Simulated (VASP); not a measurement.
A run of VASP 6.6.1 is set up as follows.

INCAR

```
PREC = Accurate ; ENCUT = 520
EDIFF = 1E-6 ; ISMEAR = -1
SIGMA = 0.05 ; LREAL = F
LASPH = T ; NELM = 60
ALGO = Normal ; ISIF = 2
LWAVE = F ; LCHARG = T
GGA = RP ; IVDW = 12
LELF = T ; LVHAR = T
NBANDS = 14
```

File KPOINTS:

```
Automatic mesh
0
Gamma
  8 8 8
```

The input POSCAR:

```
NaCl
1.0
    0.0000000000      2.6128281421      2.6128281421
    2.6128281421      0.0000000000      2.6128281421
    2.6128281421      2.6128281421      0.0000000000
Cl Na
1 1
Direct
    0.5000000000      0.5000000000      0.5000000000
    0.0000000000      0.0000000000      0.0000000000
```

Potentials or basis: VASP PAW PBE potentials, release 64 (Cl, Na_pv).

The run is started by

```sh
$ cat potpaw_PBE.64/Cl/POTCAR potpaw_PBE.64/Na_pv/POTCAR > POTCAR
$ mpirun -np 1 vasp_std > vasp.out
```

Estimate the dispersion energy per atom.

-1.207 eV.

Predict the pressure.

0.0 GPa.

Caveat: the PAW data sets were made with another functional, which shifts forces and pressure a little.
